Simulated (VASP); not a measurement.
# ZnO (P6_3mc) in VASP: further runs

ZnO is run at these levels: PBEsol; tasks: single point.

Program: VASP 6.6.1. These are calculated values, not measurements. Logs are shortened: lines on timing, memory, paths and dates and some standing lists are left out, and cuts for length are marked.

## Step 1: The cell of the first run

It takes space group P6_3mc (No. 186, hexagonal). Conventional cell: a = 3.149 Å, b = 3.149 Å, c = 5.490 Å, α = 90.00°, β = 90.00°, γ = 120.00°. Within 2.5 Å of Zn (site symmetry 3m) lie 4 O at 1.87 to 2.33 Å. Within 2.5 Å of O (site symmetry 3m) lie 4 Zn at 1.87 to 2.33 Å.

## Step 2: Single point, PBEsol

INCAR

```
SYSTEM = ZnO
PREC = Accurate
ENCUT = 1340
EDIFF = 1E-6
ISMEAR = 0
SIGMA = 0.05
LREAL = .FALSE.
LASPH = .TRUE.
NELM = 120
ALGO = Normal
ISIF = 2
LWAVE = .FALSE.
LCHARG = .FALSE.
GGA = PS
NBANDS = 26
GGA_COMPAT = .FALSE.
```

KPOINTS

```
Automatic mesh
0
G
  9 9 6
  0 0 0
```

POSCAR

```
ZnO
1.0
    3.1491219313      0.0000000000      0.0000000000
   -1.5745609656      2.7272195921      0.0000000000
    0.0000000000      0.0000000000      5.4898642628
Zn O
2 2
Direct
    0.3333333333      0.6666666667      0.0015754469
    0.6666666667      0.3333333333      0.5015754469
    0.3333333333      0.6666666667      0.4257754335
    0.6666666667      0.3333333333      0.9257754335
```

Potentials or basis: VASP PAW PBE potentials, release 64 (Zn, O_h).

Run with:

```
$ cat potpaw_PBE.64/Zn/POTCAR potpaw_PBE.64/O_h/POTCAR > POTCAR
$ mpirun -np 1 vasp_std > vasp.out
```

OUTCAR:

```text
SYSTEM = ZnO
   PREC = Accurate
   ENCUT = 1340
   EDIFF = 1E-6
   ISMEAR = 0
   LREAL = .FALSE.
   LASPH = .TRUE.
   NELM = 120
   ISIF = 2
   GGA = PS

 ion  position               nearest neighbor table
   1  0.333  0.667  0.002-   4 1.87   4 1.87   4 1.87
   2  0.667  0.333  0.502-   3 1.87   3 1.87   3 1.87
   3  0.333  0.667  0.426-   2 1.87   2 1.87   2 1.87
   4  0.667  0.333  0.926-   1 1.87   1 1.87   1 1.87

  LATTYP: Found a hexagonal cell.
 ALAT       =     3.1491219313
 C/A-ratio  =     1.7433000000

  Lattice vectors:

 A1 = (   3.1491219313,   0.0000000000,   0.0000000000)
 A2 = (  -1.5745609656,   2.7272195921,   0.0000000000)
 A3 = (   0.0000000000,   0.0000000000,   5.4898642628)

Analysis of symmetry for initial positions (statically):
=====================================================================
 Subroutine PRICEL returns:
 Original cell was already a primitive cell.

 Routine SETGRP: Setting up the symmetry group for a
 hexagonal supercell.

 Subroutine GETGRP returns: Found 12 space group operations
 (whereof  6 operations were pure point group operations)
 out of a pool of 24 trial point group operations.

The static configuration has the point symmetry C_3v.
 The point group associated with its full space group is C_6v.

Analysis of symmetry for dynamics (positions and initial velocities):
=====================================================================
 Subroutine PRICEL returns:
 Original cell was already a primitive cell.

 Routine SETGRP: Setting up the symmetry group for a
 hexagonal supercell.

 Subroutine GETGRP returns: Found 12 space group operations
 (whereof  6 operations were pure point group operations)
 out of a pool of 24 trial point group operations.

The dynamic configuration has the point symmetry C_3v.
 The point group associated with its full space group is C_6v.

 Subroutine INISYM returns: Found 12 space group operations
 (whereof  6 operations are pure point group operations),
 and found     1 'primitive' translations

----------------------------------------------------------------------------------------

                                     Primitive cell

  volume of cell :      47.1489

  direct lattice vectors                    reciprocal lattice vectors
[... 77 lines left out ...]
   dimension x,y,z NGXF=    80 NGYF=   80 NGZF=  140
   ions per type =               2   2
   NGX,Y,Z   is equivalent  to a cutoff of  21.12, 21.12, 21.20 a.u.
   NGXF,Y,Z  is equivalent  to a cutoff of  42.23, 42.23, 42.40 a.u.
 SYSTEM =  ZnO
   PREC   = accura    normal or accurate (medium, high low for compatibility)
   ISTART =      0    job   : 0-new  1-cont  2-samecut
   ICHARG =      2    charge: 1-file 2-atom 10-const
   ISPIN  =      1    spin polarized calculation?
   LNONCOLLINEAR =      F non collinear calculations
   LSORBIT =      F    spin-orbit coupling
   LASPH  =      T    aspherical Exc in radial PAW
   ENCUT  = 1340.0 eV  98.49 Ry    9.92 a.u.   9.40  9.40 16.39*2*pi/ulx,y,z
   NELM   =    120;   NELMIN=  2; NELMDL= -5     # of ELM steps
   EDIFF  = 0.1E-05   stopping-criterion for ELM
   LREAL  =      F    real-space projection
[... 7 lines left out ...]
   TEBEG  =    0.0;   TEEND  =   0.0 temperature during run
   PSTRESS=    0.0 pullay stress
   NELECT =      36.0000    total number of electrons
   NUPDOWN=      -1.0000    fix difference up-down
   EMIN   =  10.00;   EMAX   =-10.00  energy-range for DOS
   EFERMI =   0.00;   METHOD = LEGACY
   ISMEAR =     0;   SIGMA  =   0.05  broadening in eV -4-tet -1-fermi 0-gaus
   EFERMI_NEDOS =   21; number of points for ismear=-14 and -15
   IALGO  =     38    algorithm
   IMIX   =      4    mixing-type and parameters
     AMIX     =   0.40;   BMIX     =  1.00
     AMIX_MAG =   1.60;   BMIX_MAG =  1.00
  volume/ion in A,a.u.               =      11.79        79.54
  Fermi-wavevector in a.u.,A,eV,Ry     =   1.496300  2.827597 30.462260  2.238913
  Thomas-Fermi vector in A             =   2.608334
   LORBIT       =      0    0 simple, 1 ext, 2 COOP (PROOUT), +10 PAW based schemes
   GGA     = PS    functional components
   LHFCALC =     F    Hartree Fock is set to
   AEXX    =    0.0000 exact exchange contribution
   IVDW    =     0    specifies the selected vdW correction
   LEPSILON=     F    determine dielectric tensor
   LRPA    =     F    only Hartree local field effects (RPA)
 non-spin polarized calculation
 Gauss-broadening in eV      SIGMA  =   0.05
  energy-cutoff  :     1340.00
  volume of cell :       47.15
 maximum number of plane-waves:      5300
 NGX is ok and might be reduce to    40
   NGX = 19   NGY = 19   NGZ = 33

 number of electron      36.0000002 magnetization

 Free energy of the ion-electron system (eV)
  ---------------------------------------------------
  ext. energy  EPLUGINS =         0.00000000
  ---------------------------------------------------
  free energy    TOTEN  =       -18.91062239 eV

  energy without entropy =      -18.91062239  energy(sigma->0) =      -18.91062239

 E-fermi :   2.0036     XC(G=0): -11.2037

 val. band max:        1.7306462165   @ k =   0.0000   0.0000   0.0000
 cond. band min:       2.4301172120   @ k =   0.0000   0.0000   0.0000
 fundamental gap:      0.6994709955
 Fermi energy:         2.0036343811

 k-point     1 :       0.0000    0.0000    0.0000
  band No.  band energies     occupation
      1     -16.8556      2.00000
      2     -16.2879      2.00000
      3      -4.7586      2.00000
      4      -4.7586      2.00000
      5      -4.7245      2.00000
      6      -4.7245      2.00000
[... 685 lines left out ...]
     25      14.5719      0.00000
     26      16.3659      0.00000

 [... further k-points ...]
[... 5 lines left out ...]
  --------------------------------------------------------------------------------------
  -------------------------------------------------------------------------------------
  Total        5.4211602      5.4211602     -2.1428510      0.0000000      0.0000000      0.0000000
  in kB      184.2178185    184.2178185    -72.8167625      0.0000000      0.0000000      0.0000000
  external PRESSURE =      98.5396248 kB  Pullay stress =       0.0000000 kB

 VOLUME and BASIS-vectors are now :
 -----------------------------------------------------------------------------
  energy-cutoff  :     1340.00
  volume of cell :       47.15
      direct lattice vectors                 reciprocal lattice vectors
     3.149121931  0.000000000  0.000000000     0.317548835  0.183336905  0.000000000
    -1.574560966  2.727219592  0.000000000     0.000000000  0.366673811  0.000000000
     0.000000000  0.000000000  5.489864263     0.000000000  0.000000000  0.182153866

 POSITION                                       TOTAL-FORCE (eV/Angst)
 -----------------------------------------------------------------------------------
     -0.00000      1.81815      0.00865         0.000000      0.000000      0.840724
      1.57456      0.90907      2.75358        -0.000000     -0.000000      0.840724
     -0.00000      1.81815      2.33745         0.000000      0.000000     -0.840724
      1.57456      0.90907      5.08238        -0.000000     -0.000000     -0.840724
 -----------------------------------------------------------------------------------
    total drift:                               -0.000000      0.000000     -0.000300

  FREE ENERGIE OF THE ION-ELECTRON SYSTEM (eV)
  ---------------------------------------------------
  free  energy   TOTEN  =       -18.9106223863 eV

  energy  without entropy=      -18.9106223863  energy(sigma->0) =      -18.91062239
```

Run time: 3.3 min. Hardware: 1 thread of Intel Xeon Platinum 8375C at 2.90GHz (Ice Lake), shared host; peak memory 0.45 GiB.

What came out:

```
Free energy            : -18.9106 eV
Pressure               : 9.9 GPa
Largest force          : 0.841 eV/Å
Band gap on the k mesh : 0.70 eV
```

Forces on the atoms (eV/Å):
```
Zn   0.000  0.000  0.841
Zn   0.000  0.000  0.841
O    0.000  0.000 -0.841
O    0.000  0.000 -0.841
```

Caveat: the cell differs from its parent crystal (atoms shifted along a free coordinate, c/a of the conventional cell at fixed volume 1.7433); the stress differs along the axes, from -7 to 18 GPa; semilocal functionals underestimate gaps, and a narrow one can read as zero; the PAW data sets were made with another functional, which shifts forces and pressure a little. A k mesh can miss the band edges.

## Step 3: Single point, PBEsol (11.79 Å³/atom, c/a of the conventional cell at fixed volume 1.4851)

INCAR

```
  ALGO = Normal
  EDIFF = 1E-6
  ENCUT = 1340
  GGA = PS
  GGA_COMPAT = False
  ISIF = 2
  ISMEAR = 0
  LASPH = True
  LCHARG = False
  LREAL = False
  LWAVE = False
  NBANDS = 26
  NELM = 120
  PREC = Accurate
  SIGMA = 0.05
```

KPOINTS

```
k-points
0
Gamma
  9 9 6
```

POSCAR

```
ZnO
1.0
    3.3219642457      0.0000000000      0.0000000000
   -1.6609821228      2.8769054272      0.0000000000
    0.0000000000      0.0000000000      4.9334491013
Zn O
2 2
Direct
    0.3333333333      0.6666666667      0.0015754469
    0.6666666667      0.3333333333      0.5015754469
    0.3333333333      0.6666666667      0.3805245531
    0.6666666667      0.3333333333      0.8805245531
```

Potentials or basis: VASP PAW PBE potentials, release 64 (Zn, O_h).

Run with:

```
$ cat potpaw_PBE.64/Zn/POTCAR potpaw_PBE.64/O_h/POTCAR > POTCAR
$ mpirun -np 1 vasp_std > vasp.out
```

It took 3.2 min on 1 thread of Intel Xeon Platinum 8375C at 2.90GHz (Ice Lake), shared host; peak memory 0.43 GiB.

It converged, with:

```yaml
Free_energy: -19.2537 eV
Pressure: 2.2 GPa
Largest_force: 1.033 eV/Å
Band_gap_on_the_k_mesh: 0.71 eV
```

Forces on the atoms (eV/Å):
```
Zn   0.000  0.000 -1.033
Zn   0.000  0.000 -1.033
O    0.000  0.000  1.033
O    0.000  0.000  1.033
```

Stress tensor (GPa, compression positive):
```
-4.89  0.00  0.00
 0.00 -4.89  0.00
 0.00  0.00 16.53
```

Levels at points of the mesh, in eV from the valence-band top:
```csv
k point,band 16,band 17,band 18,band 19,band 20,band 21
"(0.00, 0.00, 0.00)",-0.07,-0.07,0.00,0.71,4.90,8.90
"(0.00, 0.00, 0.50)",-0.57,-0.57,-0.57,3.48,3.48,10.66
```

Caveat: the cell differs from its parent crystal (c/a of the conventional cell at fixed volume 1.4851); the stress differs along the axes, from -5 to 17 GPa; semilocal functionals underestimate gaps, and a narrow one can read as zero; the PAW data sets were made with another functional, which shifts forces and pressure a little.

## Step 4: Single point, PBEsol

INCAR

```
SYSTEM = ZnO
ALGO     = Normal         ! electronic algorithm
EDIFF    = 1E-6           ! SCF threshold, eV
ENCUT    = 1340           ! plane-wave cutoff, eV
GGA      = PS             ! functional
GGA_COMPAT= .False.      
ISIF     = 2              ! what is computed and relaxed
ISMEAR   = 0              ! smearing method
LASPH    = .True.         ! aspherical terms in the spheres
LCHARG   = .False.        ! write CHGCAR
LREAL    = .False.        ! projectors in reciprocal space
LWAVE    = .False.        ! write WAVECAR
NBANDS   = 26             ! bands
NELM     = 120            ! most SCF steps
PREC     = Accurate       ! precision mode
SIGMA    = 0.05           ! smearing width, eV
```

KPOINTS

```
k-points
0
Gamma
  9 9 6
  0 0 0
```

POSCAR

```
ZnO
1.0
    3.1754479730      0.0000000000      0.0000000000
   -1.5877239865      2.7500186130      0.0000000000
    0.0000000000      0.0000000000      5.3992141884
Zn O
2 2
Direct
    0.3333333333      0.6666666667      0.0015754469
    0.6666666667      0.3333333333      0.5015754469
    0.3333333333      0.6666666667      0.3956145713
    0.6666666667      0.3333333333      0.8956145713
```

Run with:

```
$ cat potpaw_PBE.64/Zn/POTCAR potpaw_PBE.64/O_h/POTCAR > POTCAR
$ mpirun -np 1 vasp_std > vasp.out
```

Wall time 2.5 min (1 thread of AMD EPYC 9R14 (Zen 4), shared host); peak memory 0.39 GiB.

Results (log left out):

```
Free energy            : -19.2756 eV
Pressure               : 3.0 GPa
Largest force          : 0.665 eV/Å
Band gap on the k mesh : 0.63 eV
```

Forces in eV/Å, atoms in the order of the input:
```
Zn   0.000  0.000  0.665
Zn   0.000  0.000  0.665
O    0.000  0.000 -0.665
O    0.000  0.000 -0.665
```

Stress tensor (GPa, compression positive):
```
 8.36  0.00  0.00
 0.00  8.36  0.00
 0.00  0.00 -7.60
```

Levels at points of the mesh, in eV from the valence-band top:
```tsv
k point	band 14	band 15	band 16	band 17	band 18	band 19	band 20	band 21	band 22	band 23
(0.00, 0.00, 0.00)	-0.58	-0.58	-0.41	0.00	0.00	0.63	5.14	7.51	12.83	13.20
(0.00, 0.00, 0.50)	-2.51	-0.29	-0.29	-0.29	-0.29	3.23	3.23	9.41	9.41	13.49
```

Caveat: the cell differs from its parent crystal (atoms shifted along a free coordinate, c/a of the conventional cell at fixed volume 1.7003); the stress differs along the axes, from -8 to 8 GPa; semilocal functionals underestimate gaps, and a narrow one can read as zero; the PAW data sets were made with another functional, which shifts forces and pressure a little.

## Step 5: Summary

| cell | gap on the mesh (eV) | pressure (GPa) | largest force (eV/Å) |
| --- | --- | --- | --- |
| a = 3.149, b = 3.149, c = 5.490 Å, angles 90.0, 90.0, 120.0°, 4 atoms, atomic positions A | 0.70 | 9.9 | 0.84 |
| a = 3.322, b = 3.322, c = 4.933 Å, angles 90.0, 90.0, 120.0°, 4 atoms, atomic positions B | 0.71 | 2.2 | 1.03 |
| a = 3.175, b = 3.175, c = 5.399 Å, angles 90.0, 90.0, 120.0°, 4 atoms, atomic positions C | 0.63 | 3.0 | 0.67 |

Alike in all rows: task single point; level PBEsol; potentials or basis VASP PAW PBE potentials, release 64 (Zn, O_h); no spin polarisation; k mesh 9 × 9 × 6; cutoff (eV) 1340; smearing gaussian 0.05 eV.

Caveats: semilocal functionals underestimate gaps, and a narrow one can read as zero; the PAW data sets were made with another functional, which shifts forces and pressure a little; the stress differs along the axes, from -7 to 18 GPa (at least some runs); the stress differs along the axes, from -5 to 17 GPa (at least some runs); the stress differs along the axes, from -8 to 8 GPa (at least some runs).

Total energies depend on the potentials used, so only differences within one code and one set of settings carry meaning.
